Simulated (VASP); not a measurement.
# PtSe2 (P-3m1) in VASP: single point with PBE

Aim: the single point of PtSe2 with PBE.

Program: VASP 6.6.1. These are calculated values, not measurements. Logs are shortened: lines on timing, memory, paths and dates and some standing lists are left out, and cuts for length are marked.

## 1. The cell of the first run

The structure is trigonal, space group P-3m1 (No. 164). Conventional cell: a = 3.724 Å, b = 3.724 Å, c = 5.062 Å, α = 90.00°, β = 90.00°, γ = 120.00°. Pt (site symmetry -3m) has 6 Se at 2.49 Å within 3.3 Å. Se (site symmetry 3m) has 3 Pt at 2.49 Å and 6 Se at 3.32 Å within 3.4 Å.

## 2. Single point, PBE

The input, INCAR:

```
PREC = Accurate
ENCUT = 520
EDIFF = 1E-6
ISMEAR = 0
SIGMA = 0.05
LREAL = Auto
LASPH = T
NELM = 60
ALGO = Fast
ISIF = 2
LWAVE = F
LCHARG = T
GGA = PE
LVHAR = T
NBANDS = 231
KPAR = 2
NCORE = 2
```

The input, KPOINTS:

```
Automatic mesh
0
Gamma
  3 3 1
```

The input, POSCAR:

```
PtSe2
1.0
   11.1720000000      0.0000000000      0.0000000000
   -5.5860000000      9.6752360000      0.0000000000
    0.0000000000      0.0000000000     10.1240000000
Pt Se
18 36
Direct
    0.0000000000      0.0000000000      0.0000000000
    0.0000000000      0.0000000000      0.5000000000
    0.0000000000      0.3333330000      0.0000000000
    0.0000000000      0.3333330000      0.5000000000
    0.0000000000      0.6666670000      0.0000000000
    0.0000000000      0.6666670000      0.5000000000
    0.3333330000      0.0000000000      0.0000000000
    0.3333330000      0.0000000000      0.5000000000
    0.3333330000      0.3333330000      0.0000000000
    0.3333330000      0.3333330000      0.5000000000
    0.3333330000      0.6666670000      0.0000000000
    0.3333330000      0.6666670000      0.5000000000
    0.6666670000      0.0000000000      0.0000000000
    0.6666670000      0.0000000000      0.5000000000
    0.6666670000      0.3333330000      0.0000000000
    0.6666670000      0.3333330000      0.5000000000
    0.6666670000      0.6666670000      0.0000000000
    0.6666670000      0.6666670000      0.5000000000
    0.1111110000      0.2222220000      0.1250000000
    0.1111110000      0.2222220000      0.6250000000
    0.1111110000      0.5555560000      0.1250000000
    0.1111110000      0.5555560000      0.6250000000
    0.1111110000      0.8888890000      0.1250000000
    0.1111110000      0.8888890000      0.6250000000
    0.4444440000      0.2222220000      0.1250000000
    0.4444440000      0.2222220000      0.6250000000
    0.4444440000      0.5555560000      0.1250000000
    0.4444440000      0.5555560000      0.6250000000
    0.4444440000      0.8888890000      0.1250000000
    0.4444440000      0.8888890000      0.6250000000
    0.7777780000      0.2222220000      0.1250000000
    0.7777780000      0.2222220000      0.6250000000
    0.7777780000      0.5555560000      0.1250000000
    0.7777780000      0.5555560000      0.6250000000
    0.7777780000      0.8888890000      0.1250000000
    0.7777780000      0.8888890000      0.6250000000
    0.2222220000      0.1111110000      0.3750000000
    0.2222220000      0.1111110000      0.8750000000
    0.2222220000      0.4444440000      0.3750000000
    0.2222220000      0.4444440000      0.8750000000
    0.2222220000      0.7777780000      0.3750000000
    0.2222220000      0.7777780000      0.8750000000
    0.5555560000      0.1111110000      0.3750000000
    0.5555560000      0.1111110000      0.8750000000
    0.5555560000      0.4444440000      0.3750000000
    0.5555560000      0.4444440000      0.8750000000
    0.5555560000      0.7777780000      0.3750000000
    0.5555560000      0.7777780000      0.8750000000
    0.8888890000      0.1111110000      0.3750000000
    0.8888890000      0.1111110000      0.8750000000
    0.8888890000      0.4444440000      0.3750000000
    0.8888890000      0.4444440000      0.8750000000
    0.8888890000      0.7777780000      0.3750000000
    0.8888890000      0.7777780000      0.8750000000
```

Potentials or basis: VASP PAW PBE potentials, release 64 (Pt, Se).

Run with:

```console
cat potpaw_PBE.64/Pt/POTCAR potpaw_PBE.64/Se/POTCAR > POTCAR
mpirun -np 4 vasp_std > vasp.out
```

OUTCAR:

```text
PREC = Accurate
   ENCUT = 520
   EDIFF = 1E-6
   ISMEAR = 0
   LREAL = Auto
   LASPH = T
   NELM = 60
   ISIF = 2
   GGA = PE

 ion  position               nearest neighbor table
   1  0.000  0.000  0.000-  23 2.49  35 2.49  38 2.49  50 2.49  19 2.49  54 2.49
   2  0.000  0.000  0.500-  24 2.49  36 2.49  37 2.49  49 2.49  20 2.49  53 2.49
   3  0.000  0.333  0.000-  52 2.49  31 2.49  40 2.49  19 2.49  50 2.49  21 2.49
   4  0.000  0.333  0.500-  51 2.49  32 2.49  39 2.49  20 2.49  49 2.49  22 2.49
   5  0.000  0.667  0.000-  21 2.49  33 2.49  42 2.49  54 2.49  23 2.49  52 2.49
   6  0.000  0.667  0.500-  22 2.49  34 2.49  41 2.49  53 2.49  24 2.49  51 2.49
[... 10 lines left out ...]
  17  0.667  0.667  0.000-  33 2.49  48 2.49  54 2.49  35 2.49  27 2.49  46 2.49
[... 44 lines left out ...]
 A1 = (  11.1720000000,   0.0000000000,   0.0000000000)
 A2 = (  -5.5860000000,   9.6752360000,   0.0000000000)
 A3 = (   0.0000000000,   0.0000000000,  10.1240000000)

Analysis of symmetry for initial positions (statically):
=====================================================================
 Subroutine PRICEL returns following result:

  LATTYP: Found a hexagonal cell.
 ALAT       =     3.7239962760
 C/A-ratio  =     1.3592924441

  Lattice vectors:

 A1 = (   3.7239962760,   0.0000000000,   0.0000000000)
 A2 = (  -1.8619981380,   3.2250754416,   0.0000000000)
 A3 = (   0.0000000000,   0.0000000000,   5.0620000000)

  18 primitive cells build up your supercell.

 Routine SETGRP: Setting up the symmetry group for a
 hexagonal supercell.

 Subroutine GETGRP returns: Found 12 space group operations
 (whereof 12 operations were pure point group operations)
 out of a pool of 24 trial point group operations.

The static configuration has the point symmetry D_3d.

Analysis of symmetry for dynamics (positions and initial velocities):
=====================================================================
 Subroutine PRICEL returns following result:

  LATTYP: Found a hexagonal cell.
 ALAT       =     3.7239962760
 C/A-ratio  =     1.3592924441

  Lattice vectors:

 A1 = (   3.7239962760,   0.0000000000,   0.0000000000)
 A2 = (  -1.8619981380,   3.2250754416,   0.0000000000)
 A3 = (   0.0000000000,   0.0000000000,   5.0620000000)

  18 primitive cells build up your supercell.

 Routine SETGRP: Setting up the symmetry group for a
[... 88 lines left out ...]
   EDIFFG = 0.1E-04   stopping-criterion for IOM
   NSW    =      0    number of steps for IOM
   IBRION =     -1    ionic relax: 0-MD 1-quasi-New 2-CG
   NFREE  =      0    steps in history (QN), initial steepest desc. (CG)
   ISIF   =      2    stress and relaxation
   ISYM   =      2    0-nonsym 1-usesym 2-fastsym
   POTIM  = 0.5000    time-step for ionic-motion
   TEBEG  =    0.0;   TEEND  =   0.0 temperature during run
   PSTRESS=    0.0 pullay stress
   NELECT =     396.0000    total number of electrons
   NUPDOWN=      -1.0000    fix difference up-down
   EMIN   =  10.00;   EMAX   =-10.00  energy-range for DOS
   EFERMI =   0.00;   METHOD = LEGACY
   ISMEAR =     0;   SIGMA  =   0.05  broadening in eV -4-tet -1-fermi 0-gaus
   EFERMI_NEDOS =   21; number of points for ismear=-14 and -15
   IALGO  =     68    algorithm
   IMIX   =      4    mixing-type and parameters
     AMIX     =   0.40;   BMIX     =  1.00
     AMIX_MAG =   1.60;   BMIX_MAG =  1.00
  volume/ion in A,a.u.               =      20.27       136.76
  Fermi-wavevector in a.u.,A,eV,Ry     =   1.166608  2.204570 18.517184  1.360975
  Thomas-Fermi vector in A             =   2.303119
   LORBIT       =      0    0 simple, 1 ext, 2 COOP (PROOUT), +10 PAW based schemes
   GGA     = PE    functional components
   LHFCALC =     F    Hartree Fock is set to
   AEXX    =    0.0000 exact exchange contribution
   IVDW    =     0    specifies the selected vdW correction
   LEPSILON=     F    determine dielectric tensor
   LRPA    =     F    only Hartree local field effects (RPA)
 non-spin polarized calculation
 RMM-DIIS sequential band-by-band and
 Gauss-broadening in eV      SIGMA  =   0.05
  energy-cutoff  :      520.00
  volume of cell :     1094.32
 maximum number of plane-waves:     29463
 NGX is ok and might be reduce to    84
   NGX = 41   NGY = 41   NGZ = 37

 number of electron     395.9999985 magnetization

 Free energy of the ion-electron system (eV)
  ---------------------------------------------------
  ext. energy  EPLUGINS =         0.00000000
  ---------------------------------------------------
  free energy    TOTEN  =      -255.38345480 eV

  energy without entropy =     -255.35706983  energy(sigma->0) =     -255.37026231

 E-fermi :   6.5692     XC(G=0): -10.6319

 val. band max:        6.5613236027   @ k =   0.0000   0.0000   0.0000
 cond. band min:       6.7465851351   @ k =   0.3333   0.0000   0.0000
 fundamental gap:      0.1852615324
 Fermi energy:         6.5692013989

 k-point     1 :       0.0000    0.0000    0.0000
  band No.  band energies     occupation
      1      -9.1795      2.00000
      2      -8.6054      2.00000
      3      -8.0954      2.00000
      4      -8.0953      2.00000
      5      -8.0952      2.00000
      6      -8.0951      2.00000
[... 628 lines left out ...]
    209       7.6565      0.00000
    210       7.6580      0.00000
 [bands above 210 left out]

------------------------ aborting loop because EDIFF is reached ----------------------------------------

  FORCE on cell =-STRESS in cart. coord.  units (eV):
  Direction    XX          YY          ZZ          XY          YZ          ZX
  --------------------------------------------------------------------------------------
  -------------------------------------------------------------------------------------
  Total       54.6924698     54.6924719     43.1802846      0.0000000      0.0000000      0.0000000
  in kB       80.0743621     80.0743652     63.2195575      0.0000000      0.0000000      0.0000000
  external PRESSURE =      74.4560949 kB  Pullay stress =       0.0000000 kB

 VOLUME and BASIS-vectors are now :
 -----------------------------------------------------------------------------
  energy-cutoff  :      520.00
  volume of cell :     1094.32
      direct lattice vectors                 reciprocal lattice vectors
    11.172000000  0.000000000  0.000000000     0.089509488  0.051678326  0.000000000
    -5.586000000  9.675236000  0.000000000     0.000000000  0.103356652  0.000000000
     0.000000000  0.000000000 10.124000000     0.000000000  0.000000000  0.098775188

 POSITION                                       TOTAL-FORCE (eV/Angst)
 -----------------------------------------------------------------------------------
      0.00000      0.00000      0.00000        -0.000000      0.000000      0.000000
      0.00000      0.00000      5.06200        -0.000000      0.000000      0.000000
     -1.86200      3.22508      0.00000        -0.000000     -0.000000      0.000000
     -1.86200      3.22508      5.06200        -0.000000      0.000000      0.000000
     -3.72400      6.45016      0.00000        -0.000000     -0.000000      0.000000
     -3.72400      6.45016      5.06200        -0.000000      0.000000      0.000000
[... 46 lines left out ...]
      5.58600      7.52519      3.79650        -0.000000     -0.000000     -0.591339
      5.58600      7.52519      8.85850         0.000000     -0.000000     -0.591339
 -----------------------------------------------------------------------------------
    total drift:                                0.000000      0.000000      0.000000

  FREE ENERGIE OF THE ION-ELECTRON SYSTEM (eV)
  ---------------------------------------------------
  free  energy   TOTEN  =      -255.3834548000 eV

  energy  without entropy=     -255.3570698275  energy(sigma->0) =     -255.37026231
```

Wall time 6.7 min (4 MPI ranks of Oxide Virtual Turin-like, shared host); peak memory 0.78 GiB.

Results:

```yaml
Free_energy: -255.3835 eV
Pressure: 7.4 GPa
Largest_force: 0.591 eV/Å
Band_gap_on_the_k_mesh: zero (filled and empty bands touch)
```

Forces on the atoms (eV/Å):
```
Pt   0.000  0.000  0.000
Pt   0.000  0.000  0.000
Pt   0.000  0.000  0.000
Pt   0.000  0.000  0.000
Pt   0.000  0.000  0.000
Pt   0.000  0.000  0.000
Pt   0.000  0.000  0.000
Pt   0.000  0.000  0.000
Pt   0.000  0.000  0.000
Pt   0.000  0.000  0.000
Pt   0.000  0.000  0.000
Pt   0.000  0.000  0.000
Pt   0.000  0.000  0.000
Pt   0.000  0.000  0.000
Pt   0.000  0.000  0.000
Pt   0.000  0.000  0.000
Pt   0.000  0.000  0.000
Pt   0.000  0.000  0.000
Se   0.000  0.000  0.591
Se   0.000  0.000  0.591
Se   0.000  0.000  0.591
Se   0.000  0.000  0.591
Se   0.000  0.000  0.591
Se   0.000  0.000  0.591
Se   0.000  0.000  0.591
Se   0.000  0.000  0.591
Se   0.000  0.000  0.591
Se   0.000  0.000  0.591
Se   0.000  0.000  0.591
Se   0.000  0.000  0.591
Se   0.000  0.000  0.591
Se   0.000  0.000  0.591
Se   0.000  0.000  0.591
Se   0.000  0.000  0.591
Se   0.000  0.000  0.591
Se   0.000  0.000  0.591
Se   0.000  0.000 -0.591
Se   0.000  0.000 -0.591
Se   0.000  0.000 -0.591
Se   0.000  0.000 -0.591
Se   0.000  0.000 -0.591
Se   0.000  0.000 -0.591
Se   0.000  0.000 -0.591
Se   0.000  0.000 -0.591
Se   0.000  0.000 -0.591
Se   0.000  0.000 -0.591
Se   0.000  0.000 -0.591
Se   0.000  0.000 -0.591
Se   0.000  0.000 -0.591
Se   0.000  0.000 -0.591
Se   0.000  0.000 -0.591
Se   0.000  0.000 -0.591
Se   0.000  0.000 -0.591
Se   0.000  0.000 -0.591
```

Stress tensor (GPa, compression positive):
```
8.01 0.00 0.00
0.00 8.01 0.00
0.00 0.00 6.32
```

Levels at points of the mesh, in eV from the Fermi level:
```
           k point  band 196  band 197  band 198  band 199  band 200  band 201
(0.00, 0.00, 0.00)     -1.10     -1.10     -0.01     -0.01     -0.01     -0.01
```

Caveat: the k points lie up to 0.62 Å⁻¹ apart; spin-orbit coupling is left out, which moves the levels of the heavy elements.

The gap in the log of VASP goes by the Fermi energy; the results here count the filled bands.